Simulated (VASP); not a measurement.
Set up this calculation in VASP 6.6.1, as the native input.

```yaml
Task: single point
Functional: PBEsol
Potentials_or_basis: VASP PAW PBE potentials, release 64 (Ba_sv)
Cutoff: 520 eV
k_mesh: 14 × 14 × 14
Occupations: gaussian, width 0.15 eV
Spin: no spin polarisation
Dipole_correction: no
Further_INCAR_settings: ALGO = Fast; EDIFF = 1e-06; NBANDS = 11
```

The structure of Ba lies in POSCAR:

```
Ba
1.0
   -1.4046144097      2.4422390037      2.4422390037
    2.4422390037     -1.4046144097      2.4422390037
    2.4422390037      2.4422390037     -1.4046144097
Ba
1
Direct
    0.0000000000      0.0000000000      0.0000000000
```

These files were run (other wordings do the same):

INCAR

```
ALGO     = Fast           # electronic algorithm
EDIFF    = 1E-6           # SCF threshold, eV
ENCUT    = 520            # plane-wave cutoff, eV
GGA      = PS             # functional
ISIF     = 2              # what is computed and relaxed
ISMEAR   = 0              # smearing method
LASPH    = T              # aspherical terms in the spheres
LCHARG   = F              # write CHGCAR
LREAL    = F              # projectors in reciprocal space
LWAVE    = F              # write WAVECAR
NBANDS   = 11             # bands
NELM     = 60             # most SCF steps
PREC     = Accurate       # precision mode
SIGMA    = 0.15           # smearing width, eV
```

KPOINTS

```
k-points
0
Gamma
  14 14 14
```

Potentials or basis: VASP PAW PBE potentials, release 64 (Ba_sv).

The run is started by

```bash
$ cat potpaw_PBE.64/Ba_sv/POTCAR > POTCAR
$ mpirun -np 1 vasp_std > vasp.out
```

It gave:

```yaml
Pressure: 1.0 GPa
Band_gap_on_the_k_mesh: zero (bands 5 and 6 overlap by 0.69 eV)
```

Caveat: the PAW data sets were made with another functional, which shifts forces and pressure a little; spin-orbit coupling is left out, which moves the levels of the heavy elements.

Wall time 44 s on 1 thread of Intel(R) Xeon(R) 6975P-C (Granite Rapids), on a shared host, peak memory 0.28 GiB.
